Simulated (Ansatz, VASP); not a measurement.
# La2SbAs3: VASP beside Ansatz

INCAR

```
SYSTEM = La2SbAs3
PREC = Accurate
ENCUT = 520
EDIFF = 1E-6
ISMEAR = 0
SIGMA = 0.1
LREAL = .FALSE.
LASPH = .TRUE.
NELM = 60
ALGO = Fast
ISIF = 2
LWAVE = .FALSE.
LCHARG = .TRUE.
GGA = PE
LELF = .TRUE.
LVHAR = .TRUE.
NBANDS = 30
```

The input KPOINTS:

```
Automatic mesh
0
G
  6 6 2
  0 0 0
```

POSCAR

```
La2SbAs3
1.0
    4.5339897200      0.0000000000      0.0000000000
   -2.2669948600      3.9265502800      0.0000000000
    0.0000000000      0.0000000000      8.9502054800
La Sb As
2 1 3
Direct
    0.3333333300      0.6666666700      0.7520078400
    0.3333333300      0.6666666700      0.2479921600
    0.6666666700      0.3333333300      0.5000000000
    0.6666666700      0.3333333300      0.0000000000
    0.0000000000      0.0000000000      0.5000000000
    0.0000000000      0.0000000000      0.0000000000
```

Input for Ansatz:

```yaml
crystal:
  lattice:
    - [4.53398972, 0.0, 0.0]
    - [-2.26699486, 3.92655028, 0.0]
    - [0.0, 0.0, 8.95020548]
  atoms:
    - { symbol: La, position: [0.33333333, 0.66666667, 0.75200784] }
    - { symbol: La, position: [0.33333333, 0.66666667, 0.24799216] }
    - { symbol: Sb, position: [0.66666667, 0.33333333, 0.5] }
    - { symbol: As, position: [0.66666667, 0.33333333, 0.0] }
    - { symbol: As, position: [0.0, 0.0, 0.5] }
    - { symbol: As, position: [0.0, 0.0, 0.0] }
basis:
  ecutwfc: 420
kpoints:
  mp_grid: { grid: [6, 6, 2] }
hamiltonian:
  xc: pbe
scf:
  occupations: { method: gaussian, width: 0.1 }
  lower_state_search: "off"
output:
  forces: true
  stress: true
  eigenvalues: true
```

Change from the starting cell: species swapped into the Ce2CuSi3 type (P-6m2, No. 187).

Alike in both runs: task single point; functional PBE; k mesh 6 × 6 × 2; occupations gaussian, width 0.1 eV; no spin polarisation.

```csv
,VASP,Ansatz
version,VASP 6.6.1,Ansatz 0.2.0
potentials or method,"VASP PAW PBE potentials, release 64 (La, Sb, As), cutoff 520 eV","scalar-relativistic, plane waves, PAW"
valence electrons in the cell,42,82
```

|  | VASP | Ansatz | Ansatz less VASP |
| --- | --- | --- | --- |
| gap on the k mesh at the Fermi level (eV) | none | none | - |
| pressure (GPa) | 1.0 | 0.9 | -0.08 |
| traceless stress, the component that is largest in VASP (GPa) | -8.07 | -7.93 | +0.133 |
| rms of the force components (eV/Å) | 0.152 | 0.151 | -0.0003 |

Atom by atom the forces differ by 0.000 eV/Å (rms over components). A gap of «none» marks a metal or a gap that the smearing closes. VASP's potentials hold 42 valence electrons a cell and Ansatz's 82, so a difference there can come from the potentials and not from the codes.

Spin-orbit coupling is off throughout.
